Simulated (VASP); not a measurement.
Al2Cu: single point with PBE

The system is Al2Cu.

```xyz
3
Lattice="-2.0446 2.0446 2.8190 2.0446 -2.0446 2.8190 2.0446 2.0446 -2.8190" Properties=species:S:1:pos:R:3 pbc="T T T"
Al    0.0000    2.0446    1.4095
Al    2.0446    0.0000    1.4095
Cu    0.0000    0.0000    2.8190
```

This cell differs from its parent crystal: strain -0.0250 x Voigt [0, 0, 1, 0, 0, 0].

```
Program                : VASP 6.6.1
Task                   : single point
Functional             : PBE
Potentials or basis    : VASP PAW PBE potentials, release 64 (Al, Cu)
Cutoff                 : 520 eV
k mesh                 : 16 × 16 × 16
Occupations            : gaussian, width 0.15 eV
Spin                   : no spin polarisation
Dipole correction      : no
Further INCAR settings : ALGO = Fast; EDIFF = 1e-07; NBANDS = 16
```

```json
{
 "Pressure": "2.8 GPa"
}
```

Stress tensor (GPa, compression positive):
```
1.87 0.00 0.00
0.00 1.87 0.00
0.00 0.00 4.55
```

Levels at points of the mesh, in eV from the Fermi level:
| k point | band 6 | band 7 | band 8 | band 9 | band 10 | band 11 | band 12 | band 13 |
| --- | --- | --- | --- | --- | --- | --- | --- | --- |
| (0.00, 0.00, 0.00) | -4.02 | 2.74 | 2.87 | 2.87 | 3.02 | 3.02 | 3.06 | 4.31 |
| (0.50, 0.00, 0.00) | -3.97 | -3.96 | 0.51 | 0.72 | 2.86 | 2.94 | 3.90 | 4.43 |
| (0.50, 0.50, 0.00) | -3.88 | -3.77 | -2.03 | -1.85 | 0.46 | 1.60 | 9.00 | 10.31 |
| (0.50, 0.50, 0.50) | -3.89 | -3.70 | -2.11 | -2.11 | 0.15 | 1.45 | 9.04 | 10.60 |

It took 2.6 min on 1 thread of Intel(R) Xeon(R) 6975P-C (Granite Rapids), on a shared host, peak memory 0.36 GiB.

Caveat: the cell differs from its parent crystal (strain -0.0250 x Voigt [0, 0, 1, 0, 0, 0]).
